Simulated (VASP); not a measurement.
# Zr (P6/mmm) in VASP: further runs

Zr is run at these levels: PBEsol; tasks: single point, relaxation of cell and atoms.

All numbers are computed with VASP 6.6.1; they aren't measurements. Logs are shortened: lines on timing, memory, paths and dates and some standing lists are left out, and cuts for length are marked.

**1. The cell of the first run**

Symmetry: P6/mmm, No. 191, hexagonal system. Conventional cell: a = 3.090 Å, b = 3.090 Å, c = 2.888 Å, α = 90.00°, β = 90.00°, γ = 120.00°. Zr (site symmetry 6/mmm) has 8 Zr at 2.89 to 3.09 Å within 3.8 Å.

This isn't the form of Zr at room conditions, which is hcp.

**2. Single point, PBEsol**

File INCAR:

```
PREC = Accurate ; ENCUT = 520
EDIFF = 1E-6 ; ISMEAR = 0
SIGMA = 0.1 ; LREAL = F
LASPH = T ; NELM = 80
ALGO = Fast ; ISIF = 2
LWAVE = F ; LCHARG = F
GGA = PS ; NBANDS = 12
```

File KPOINTS:

```
Automatic mesh
0
Gamma
  6 6 6
```

File POSCAR:

```
Zr
1.0
    3.0904505586      0.0000000000      0.0000000000
   -1.5452252793      2.6764086929      0.0000000000
    0.0000000000      0.0000000000      2.8876397407
Zr
1
Direct
    0.0000000000      0.0000000000      0.0000000000
```

Potentials or basis: VASP PAW PBE potentials, release 64 (Zr_sv).

The run is started by

```sh
> cat potpaw_PBE.64/Zr_sv/POTCAR > POTCAR
> mpirun -np 1 vasp_std > vasp.out
```

OUTCAR:

```text
PREC = Accurate
   ENCUT = 520
   EDIFF = 1E-6
   ISMEAR = 0
   LREAL = F
   LASPH = T
   NELM = 80
   ISIF = 2
   GGA = PS

 ion  position               nearest neighbor table
   1  0.000  0.000  0.000-

  LATTYP: Found a hexagonal cell.
 ALAT       =     3.0904505586
 C/A-ratio  =     0.9343750000

  Lattice vectors:

 A1 = (   3.0904505586,   0.0000000000,   0.0000000000)
 A2 = (  -1.5452252793,   2.6764086929,   0.0000000000)
 A3 = (   0.0000000000,   0.0000000000,   2.8876397407)

Analysis of symmetry for initial positions (statically):
=====================================================================
 Subroutine PRICEL returns:
 Original cell was already a primitive cell.

 Routine SETGRP: Setting up the symmetry group for a
 hexagonal supercell.

 Subroutine GETGRP returns: Found 24 space group operations
 (whereof 24 operations were pure point group operations)
 out of a pool of 24 trial point group operations.

The static configuration has the point symmetry D_6h.

Analysis of symmetry for dynamics (positions and initial velocities):
=====================================================================
 Subroutine PRICEL returns:
 Original cell was already a primitive cell.

 Routine SETGRP: Setting up the symmetry group for a
 hexagonal supercell.

 Subroutine GETGRP returns: Found 24 space group operations
 (whereof 24 operations were pure point group operations)
 out of a pool of 24 trial point group operations.

The dynamic configuration has the point symmetry D_6h.

 Subroutine INISYM returns: Found 24 space group operations
 (whereof 24 operations are pure point group operations),
 and found     1 'primitive' translations

----------------------------------------------------------------------------------------

                                     Primitive cell

  volume of cell :      23.8846

  direct lattice vectors                    reciprocal lattice vectors
     3.090450559  0.000000000  0.000000000     0.323577414  0.186817507  0.000000000
    -1.545225279  2.676408693  0.000000000     0.000000000  0.373635014  0.000000000
     0.000000000  0.000000000  2.887639741     0.000000000  0.000000000  0.346303587

  length of vectors
     3.090450559  3.090450559  2.887639741     0.373635014  0.373635014  0.346303587

  position of ions in fractional coordinates (direct lattice)
     0.000000000  0.000000000  0.000000000

  ion indices of the primitive-cell ions
   primitive index   ion index
                 1           1

----------------------------------------------------------------------------------------

 KPOINTS: Automatic mesh

Automatic generation of k-mesh.
 Grid dimensions read from file:
 generate k-points for:    6    6    6

 Generating k-lattice:

  Cartesian coordinates                     Fractional coordinates (reciprocal lattice)
     0.053929569  0.031136251  0.000000000     0.166666667  0.000000000  0.000000000
     0.000000000  0.062272502  0.000000000     0.000000000  0.166666667  0.000000000
     0.000000000  0.000000000  0.057717264     0.000000000  0.000000000  0.166666667

  Length of vectors
     0.062272502  0.062272502  0.057717264

  Shift w.r.t. Gamma in fractional coordinates (k-lattice)
     0.000000000  0.000000000  0.000000000

 Subroutine IBZKPT returns following result:
 ===========================================

 Found     28 irreducible k-points:

 Following reciprocal coordinates:
            Coordinates               Weight
  0.000000  0.000000  0.000000      1.000000
  0.166667 -0.000000  0.000000      6.000000
  0.333333 -0.000000  0.000000      6.000000
  0.500000  0.000000  0.000000      3.000000
  0.166667  0.166667  0.000000      6.000000
  0.333333  0.166667  0.000000     12.000000
[... 16 lines left out ...]
  0.166667 -0.000000  0.500000      6.000000
  0.333333 -0.000000  0.500000      6.000000
 [... further k-points ...]
   k-points           NKPTS =     28   k-points in BZ     NKDIM =     28   number of bands    NBANDS=     12
   number of dos      NEDOS =    301   number of ions     NIONS =      1
   total plane-waves  NPLWV =  13824
   dimension x,y,z NGX =    24 NGY =   24 NGZ =   24
   dimension x,y,z NGXF=    48 NGYF=   48 NGZF=   48
   ions per type =               1
   NGX,Y,Z   is equivalent  to a cutoff of  12.91, 12.91, 13.82 a.u.
   NGXF,Y,Z  is equivalent  to a cutoff of  25.82, 25.82, 27.63 a.u.
 SYSTEM =  unknown system
   PREC   = accura    normal or accurate (medium, high low for compatibility)
   ISTART =      0    job   : 0-new  1-cont  2-samecut
   ICHARG =      2    charge: 1-file 2-atom 10-const
   ISPIN  =      1    spin polarized calculation?
   LNONCOLLINEAR =      F non collinear calculations
   LSORBIT =      F    spin-orbit coupling
   LASPH  =      T    aspherical Exc in radial PAW
   ENCUT  =  520.0 eV  38.22 Ry    6.18 a.u.   5.75  5.75  5.37*2*pi/ulx,y,z
   NELM   =     80;   NELMIN=  2; NELMDL= -5     # of ELM steps
   EDIFF  = 0.1E-05   stopping-criterion for ELM
   LREAL  =      F    real-space projection
[... 7 lines left out ...]
   TEBEG  =    0.0;   TEEND  =   0.0 temperature during run
   PSTRESS=    0.0 pullay stress
   NELECT =      12.0000    total number of electrons
   NUPDOWN=      -1.0000    fix difference up-down
   EMIN   =  10.00;   EMAX   =-10.00  energy-range for DOS
   EFERMI =   0.00;   METHOD = LEGACY
   ISMEAR =     0;   SIGMA  =   0.10  broadening in eV -4-tet -1-fermi 0-gaus
   EFERMI_NEDOS =   21; number of points for ismear=-14 and -15
   IALGO  =     68    algorithm
   IMIX   =      4    mixing-type and parameters
     AMIX     =   0.40;   BMIX     =  1.00
     AMIX_MAG =   1.60;   BMIX_MAG =  1.00
  volume/ion in A,a.u.               =      23.88       161.18
  Fermi-wavevector in a.u.,A,eV,Ry     =   1.301456  2.459395 23.045382  1.693788
  Thomas-Fermi vector in A             =   2.432588
   LORBIT       =      0    0 simple, 1 ext, 2 COOP (PROOUT), +10 PAW based schemes
   GGA     = PS    functional components
   LHFCALC =     F    Hartree Fock is set to
   AEXX    =    0.0000 exact exchange contribution
   IVDW    =     0    specifies the selected vdW correction
   LEPSILON=     F    determine dielectric tensor
   LRPA    =     F    only Hartree local field effects (RPA)
 non-spin polarized calculation
 RMM-DIIS sequential band-by-band and
 Gauss-broadening in eV      SIGMA  =   0.10
  energy-cutoff  :      520.00
  volume of cell :       23.88
 maximum number of plane-waves:       660
 NGX is ok and might be reduce to    24

 number of electron      12.0000000 magnetization

 Free energy of the ion-electron system (eV)
  ---------------------------------------------------
  ext. energy  EPLUGINS =         0.00000000
  ---------------------------------------------------
  free energy    TOTEN  =        -8.64253625 eV

  energy without entropy =       -8.63780817  energy(sigma->0) =       -8.64017221

 E-fermi :   8.3721     XC(G=0): -11.0384

 val. band max:        8.2856659857   @ k =   0.1667  -0.0000   0.3333
 cond. band min:       8.4124115160   @ k =   0.1667   0.1667   0.5000
 fundamental gap:      0.1267455303
 Fermi energy:         8.3720917899

 k-point     1 :       0.0000    0.0000    0.0000
  band No.  band energies     occupation
      1     -40.2692      2.00000
      2     -17.7482      2.00000
      3     -17.7482      2.00000
      4     -17.7202      2.00000
      5       3.0606      2.00000
      6       6.5625      2.00000
      7       9.4573      0.00000
      8       9.4573      0.00000
      9      13.9640      0.00000
     10      13.9640      0.00000
     11      19.1596      0.00000
     12      21.1185      0.00000

 k-point     2 :       0.1667   -0.0000    0.0000
  band No.  band energies     occupation
      1     -40.2331      2.00000
      2     -18.0230      2.00000
      3     -17.8094      2.00000
      4     -17.6913      2.00000
      5       3.8585      2.00000
      6       6.9113      2.00000
      7       8.6300      0.00027
      8      10.2681      0.00000
      9      12.9788      0.00000
     10      13.8004      0.00000
     11      20.9400      0.00000
     12      22.2417      0.00000

 k-point     3 :       0.3333   -0.0000    0.0000
  band No.  band energies     occupation
      1     -40.1598      2.00000
      2     -18.5432      2.00000
      3     -17.9295      2.00000
      4     -17.6330      2.00000
      5       5.3064      2.00000
      6       7.0545      2.00000
      7       8.6644      0.00004
      8      11.6130      0.00000
      9      12.4115      0.00000
     10      13.4932      0.00000
     11      18.7034      0.00000
     12      21.1115      0.00000
[... 286 lines left out ...]
 k-point    23 :       0.1667   -0.0000    0.5000
  band No.  band energies     occupation
      1     -40.0776      2.00000
      2     -18.9553      2.00000
      3     -17.8836      2.00000
      4     -17.6870      2.00000
      5       6.9819      2.00000
      6       7.3491      2.00000
      7       9.6448      0.00000
      8      10.6572      0.00000
      9      11.0060      0.00000
     10      12.3913      0.00000
     11      17.8858      0.00000
     12      21.3359      0.00000

 k-point    24 :       0.3333   -0.0000    0.5000
  band No.  band energies     occupation
      1     -40.0077      2.00000
      2     -18.8552      2.00000
      3     -18.3682      2.00000
      4     -17.8004      2.00000
      5       5.9535      2.00000
      6       7.4436      2.00000
      7      10.0770      0.00000
      8      11.0351      0.00000
      9      13.0258      0.00000
     10      13.5757      0.00000
     11      17.3959      0.00000
     12      20.5023      0.00000

 [... further k-points ...]

------------------------ aborting loop because EDIFF is reached ----------------------------------------

  FORCE on cell =-STRESS in cart. coord.  units (eV):
  Direction    XX          YY          ZZ          XY          YZ          ZX
  --------------------------------------------------------------------------------------
  -------------------------------------------------------------------------------------
  Total       -1.2877855     -1.2877855      0.9115044      0.0000000      0.0000000     -0.0000000
  in kB      -86.3847098    -86.3847098     61.1437548      0.0000000      0.0000000     -0.0000000
  external PRESSURE =     -37.2085549 kB  Pullay stress =       0.0000000 kB

 VOLUME and BASIS-vectors are now :
 -----------------------------------------------------------------------------
  energy-cutoff  :      520.00
  volume of cell :       23.88
      direct lattice vectors                 reciprocal lattice vectors
     3.090450559  0.000000000  0.000000000     0.323577414  0.186817507  0.000000000
    -1.545225279  2.676408693  0.000000000     0.000000000  0.373635014  0.000000000
     0.000000000  0.000000000  2.887639741     0.000000000  0.000000000  0.346303587

 POSITION                                       TOTAL-FORCE (eV/Angst)
 -----------------------------------------------------------------------------------
      0.00000      0.00000      0.00000         0.000000      0.000000      0.000000
 -----------------------------------------------------------------------------------
    total drift:                                0.000000     -0.000000      0.000000

  FREE ENERGIE OF THE ION-ELECTRON SYSTEM (eV)
  ---------------------------------------------------
  free  energy   TOTEN  =        -8.6425362531 eV

  energy  without entropy=       -8.6378081730  energy(sigma->0) =       -8.64017221
```

Run time: 15 s. Hardware: 1 thread of Intel Xeon 8259CL, shared host; peak memory 0.14 GiB.

Results:

```
Free energy            : -8.6425 eV
Pressure               : -3.7 GPa
Band gap on the k mesh : zero (bands 6 and 7 overlap by 0.92 eV)
```

Stress tensor (GPa, compression positive):
```
-8.64  0.00  0.00
 0.00 -8.64  0.00
 0.00  0.00  6.11
```

Levels at points of the mesh, in eV from the Fermi level:
```
           k point  band 4  band 5  band 6  band 7  band 8  band 9
(0.00, 0.00, 0.00)  -26.09   -5.31   -1.81    1.09    1.09    5.59
(0.50, 0.00, 0.00)  -25.98   -2.82   -1.03    1.04    2.70    4.98
(0.00, 0.00, 0.50)  -26.00   -2.30    0.27    1.84    1.84    2.62
(0.50, 0.00, 0.50)  -26.23   -2.94   -1.27    1.45    5.32    5.85
```

Caveat: the k points lie up to 0.39 Å⁻¹ apart, too coarse for converged energies and pressures of a metal; the PAW data sets were made with another functional, which shifts forces and pressure a little.

**3. Relaxation of cell and atoms, PBEsol**

This run uses another cell than the first one: it holds 3 atoms, not 1.

File INCAR:

```
SYSTEM = Zr
ALGO     = Normal         ! electronic algorithm
EDIFF    = 1E-7           ! SCF threshold, eV
EDIFFG   = -0.04          ! ionic threshold
ENCUT    = 600            ! plane-wave cutoff, eV
GGA      = PS             ! functional
IBRION   = 2              ! ionic algorithm
ISIF     = 3              ! what is computed and relaxed
ISMEAR   = 0              ! smearing method
LASPH    = .TRUE.         ! aspherical terms in the spheres
LCHARG   = .FALSE.        ! write CHGCAR
LREAL    = .FALSE.        ! projectors in reciprocal space
LWAVE    = .FALSE.        ! write WAVECAR
NELM     = 100            ! most SCF steps
NSW      = 90             ! ionic steps
PREC     = Accurate       ! precision mode
SIGMA    = 0.1            ! smearing width, eV
```

File KPOINTS:

```
k-points
0
G
  6 6 6
  0 0 0
```

File POSCAR:

```
Zr
1.0
    5.3634298198      0.0000000000      0.0000000000
   -2.6817149099      4.6448664754      0.0000000000
    0.0000000000      0.0000000000      3.2880156722
Zr
3
Direct
    0.0000000000      0.0000000000      0.0000000000
    0.3333333333      0.6666666667      0.5000000000
    0.6666666667      0.3333333333      0.5000000000
```

Potentials or basis: VASP PAW PBE potentials, release 64 (Zr_sv).

The run is started by

```sh
> cat potpaw_PBE.64/Zr_sv/POTCAR > POTCAR
> mpirun -np 1 vasp_std > vasp.out
```

It took 3.7 min on 1 thread of Intel Xeon 6975P-C (Granite Rapids), shared host; peak memory 0.27 GiB.

It converged, with:

```
Free energy                           : -27.2799 eV
Relaxed volume                        : 22.22 Å³/atom
Relaxed cell                          : a = 4.967 Å, b = 4.967 Å, c = 3.120 Å, α = 90.00°, β = 90.00°, γ = 120.00°
Space group after relaxing (to 0.1 Å) : P6/mmm (No. 191)
Energy gained by relaxing             : 272.1 meV/atom
Ionic steps                           : 9
Pressure after relaxing               : 0.0 GPa
Band gap on the k mesh                : zero (bands 18 and 19 overlap by 0.41 eV)
```

The path:
| step | energy change (eV) | largest force (eV/Å) | pressure (GPa) | volume (Å³) |
| --- | --- | --- | --- | --- |
| 1 | 0.0000 | 0.0000 | -14.46 | 81.91 |
| 2 | -0.1160 | 0.0000 | 23.94 | 56.03 |
| 3 | -0.8114 | 0.0000 | -0.48 | 67.00 |
| 4 | -0.8120 | 0.0000 | -0.01 | 66.69 |
| 5 | -0.8118 | 0.0000 | 0.42 | 66.40 |
| 6 | -0.8161 | 0.0000 | 0.43 | 66.40 |
| 7 | -0.8161 | 0.0000 | 0.43 | 66.40 |
| 8 | -0.8161 | 0.0000 | -0.39 | 66.93 |
| 9 | -0.8164 | 0.0000 | 0.00 | 66.67 |

Final structure:
```cif
data_structure
_symmetry_space_group_name_H-M 'P 1'
_symmetry_Int_Tables_number 1
_cell_length_a 4.9672
_cell_length_b 4.9672
_cell_length_c 3.1203
_cell_angle_alpha 90.000
_cell_angle_beta 90.000
_cell_angle_gamma 120.000
_cell_volume 66.67
loop_
_atom_site_label
_atom_site_type_symbol
_atom_site_fract_x
_atom_site_fract_y
_atom_site_fract_z
_atom_site_occupancy
Zr1 Zr 0.00000 0.00000 0.00000 1
Zr2 Zr 0.33333 0.66667 0.50000 1
Zr3 Zr 0.66667 0.33333 0.50000 1
```

Levels at points of the mesh, in eV from the Fermi level:
```csv
k point,band 14,band 15,band 16,band 17,band 18,band 19,band 20,band 21,band 22
"(0.00, 0.00, 0.00)",-2.45,-0.43,-0.43,-0.38,-0.38,-0.10,0.92,1.72,1.72
"(0.50, 0.00, 0.00)",-3.06,-2.95,-0.62,-0.58,-0.45,0.04,0.79,1.11,1.83
"(0.00, 0.00, 0.50)",-2.58,-2.10,-1.92,-1.92,-1.31,1.30,1.30,1.76,1.76
"(0.50, 0.00, 0.50)",-2.35,-1.97,-1.52,-0.81,-0.41,0.33,0.98,1.35,1.53
```

Caveat: the volume moved by over 15 % at a fixed basis, so the end points are rough; the PAW data sets were made with another functional, which shifts forces and pressure a little.

**4. Single point, PBEsol**

This run uses another cell than the first one: it holds 3 atoms, not 1.

File INCAR:

```
ALGO = Fast
EDIFF = 1E-7
ENCUT = 520
GGA = PS
ISIF = 2
ISMEAR = 0
LASPH = True
LCHARG = False
LREAL = False
LWAVE = False
NBANDS = 25
NELM = 60
PREC = Accurate
SIGMA = 0.1
```

File KPOINTS:

```
k-points
0
Gamma
  12 12 14
```

File POSCAR:

```
Zr
1.0
    4.9714976557      0.0000000000      0.0000000000
   -2.4857488279      4.3054432647      0.0000000000
    0.0000000000      0.0000000000      3.1114108124
Zr
3
Direct
    0.0000000000      0.0000000000      0.0000000000
    0.3333333333      0.6666666667      0.5000000000
    0.6666666667      0.3333333333      0.5000000000
```

The run is started by

```sh
> cat potpaw_PBE.64/Zr_sv/POTCAR > POTCAR
> mpirun -np 1 vasp_std > vasp.out
```

Wall time 2.9 min (1 thread of Intel Xeon 6975P-C (Granite Rapids), shared host); peak memory 0.32 GiB.

Results (log left out):

* Free energy: -27.2755 eV
* Pressure: 0.1 GPa
* Band gap on the k mesh: zero (bands 18 and 19 overlap by 0.62 eV)

Levels at points of the mesh, in eV from the Fermi level:
```tsv
k point	band 16	band 17	band 18	band 19	band 20	band 21
(0.00, 0.00, 0.00)	-0.48	-0.43	-0.43	-0.18	0.86	1.67
(0.50, 0.00, 0.00)	-0.66	-0.64	-0.51	-0.01	0.72	1.11
(0.00, 0.00, 0.50)	-1.96	-1.96	-1.34	1.23	1.23	1.72
(0.50, 0.00, 0.50)	-1.56	-0.83	-0.47	0.28	0.94	1.32
```

Caveat: the PAW data sets were made with another functional, which shifts forces and pressure a little.

**5. Overview**

| task | cell | k mesh | cutoff (eV) | gap on the mesh (eV) | pressure (GPa) |
| --- | --- | --- | --- | --- | --- |
| single point | a = 3.090, b = 3.090, c = 2.888 Å, angles 90.0, 90.0, 120.0°, 1 atom, atomic positions A | 6 × 6 × 6 | 520 | none | -3.7 |
| relaxation of cell and atoms | relaxed from a = 5.363, b = 5.363, c = 3.288 Å, angles 90.0, 90.0, 120.0°, 3 atoms, atomic positions B | 6 × 6 × 6 | 600 | none | 0.0 |
| single point | a = 4.971, b = 4.971, c = 3.111 Å, angles 90.0, 90.0, 120.0°, 3 atoms, atomic positions B | 12 × 12 × 14 | 520 | none | 0.1 |

Alike in all rows: level PBEsol; potentials or basis VASP PAW PBE potentials, release 64 (Zr_sv); no spin polarisation; smearing gaussian 0.1 eV.

Caveats: some runs use coarse meshes; the PAW data sets were made with another functional, which shifts forces and pressure a little; the volume moved by over 15 % at a fixed basis, so the end points are rough (at least some runs).

Total energies depend on the potentials used, so only differences within one code and one set of settings carry meaning.

The gap in the log of VASP goes by the Fermi energy; the results here count the filled bands.